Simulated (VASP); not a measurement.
Here is a VASP 6.6.1 calculation.

The input INCAR:

```
ALGO = Normal
DIPOL = 0.5 0.5 0.500
EDIFF = 1E-6
EDIFFG = -0.03
ENCUT = 520
GGA = PS
IBRION = 2
IDIPOL = 3
ISIF = 2
ISMEAR = -1
LASPH = T
LCHARG = F
LDIPOL = T
LREAL = F
LWAVE = F
NELM = 80
NSW = 50
PREC = Accurate
SIGMA = 0.15
```

The input KPOINTS:

```
k-points
0
Gamma
  7 7 1
```

The input POSCAR:

```
Rh
1.0
    2.7309800000      0.0000000000      0.0000000000
   -1.3654900000      2.3651000000      0.0000000000
    0.0000000000      0.0000000000     18.6427350000
Rh
4
Direct
    0.6666666667      0.3333333333      0.4406137297
    0.3333333333      0.6666666667      0.3218411891
    0.6666666667      0.3333333333      0.6781588109
    0.3333333333      0.6666666667      0.5593862703
```

Potentials or basis: VASP PAW PBE potentials, release 64 (Rh_pv).

Run with:

```sh
$ cat potpaw_PBE.64/Rh_pv/POTCAR > POTCAR
$ mpirun -np 1 vasp_std > vasp.out
```

Q: Estimate the energy gained by relaxing.

A: 27.6 meV/atom.

Q: Estimate the band gap on the k mesh.

A: Zero (band 30 reaches 2.95 eV, above the bottom of band 31 at 1.82 eV).

Final structure:
```
Rh
1.0
     2.73098    0.00000    0.00000
    -1.36549    2.36510    0.00000
     0.00000    0.00000   18.64273
Rh
4
Direct
  0.66667 0.33333 0.44285
  0.33333 0.66667 0.32934
  0.66667 0.33333 0.67066
  0.33333 0.66667 0.55715
```

Caveat: the k points lie up to 0.38 Å⁻¹ apart.
